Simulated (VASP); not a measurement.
Here is a VASP 6.6.1 calculation.

The input INCAR:

```
  ALGO = Normal
  EDIFF = 1E-6
  ENCUT = 520
  GGA = PS
  ISIF = 2
  ISMEAR = 0
  LASPH = T
  LCHARG = F
  LREAL = F
  LWAVE = F
  NBANDS = 16
  NELM = 80
  PREC = Accurate
  SIGMA = 0.02
```

File KPOINTS:

```
k-points
0
Gamma
  8 8 8
```

POSCAR

```
ZnSe
1.0
    0.0000000000      2.8166236776      2.8166236776
    2.8166236776      0.0000000000      2.8166236776
    2.8166236776      2.8166236776      0.0000000000
Zn Se
1 1
Direct
    0.0000000000      0.0000000000      0.0000000000
    0.7500000000      0.7500000000      0.7500000000
```

Potentials or basis: VASP PAW PBE potentials, release 64 (Zn, Se).

Launch:

```bash
$ cat potpaw_PBE.64/Zn/POTCAR potpaw_PBE.64/Se/POTCAR > POTCAR
$ mpirun -np 1 vasp_std > vasp.out
```

(1) What does it give for the pressure?

(2) Estimate the band gap on the k mesh.

## Answers

(1) 0.3 GPa.

(2) 1.24 eV, direct.

Caveat: the PAW data sets were made with another functional, which shifts forces and pressure a little.
